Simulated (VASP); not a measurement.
Runs of VASP 6.6.1 on TaN. The structure is that of space group Fm-3m (No. 225), or close to it. The cells are those of the table. 

```tsv
task	cell	gap on the mesh (eV)	pressure (GPa)
single point	a = 3.097 Å, angles 59.3°, 2 atoms	none	5.5
single point	a = 3.102 Å, angles 60.0°, 2 atoms	none	-1.9
electric field gradients	a = 3.066, b = 3.066, c = 3.051 Å, angles 60.2, 60.2, 59.7°, 2 atoms	none	13.5
single point	a = 3.142 Å, angles 60.0°, 2 atoms	none	-14.2
single point	a = 3.097, b = 3.097, c = 3.082 Å, angles 60.2, 60.2, 59.7°, 2 atoms	none	(a)
single point	a = 3.092 Å, angles 60.0°, 2 atoms	none	1.7
single point	a = 3.113, b = 3.113, c = 3.082 Å, angles 60.3, 60.3, 59.3°, 2 atoms	none	-1.5
electric field gradients	a = 3.097, b = 3.097, c = 3.112 Å, angles 59.8, 59.8, 60.3°, 2 atoms	none	(b)
```

Alike in all rows: level PBEsol; potentials or basis VASP PAW PBE potentials, release 64 (Ta_pv, N); no spin polarisation; k mesh 9 × 9 × 9; cutoff (eV) 520; smearing fermi-dirac 0.02 eV.

Problem. Estimate the missing entries.

Solution. (a) 1.8; (b) -1.8.

Caveats: the PAW data sets were made with another functional, which shifts forces and pressure a little; spin-orbit coupling is left out, which moves the levels of the heavy elements.

A k mesh can miss the band edges, and the runs leave out spin-orbit coupling on Ta.

A gap of «none» marks levels without a gap at the run's occupations.
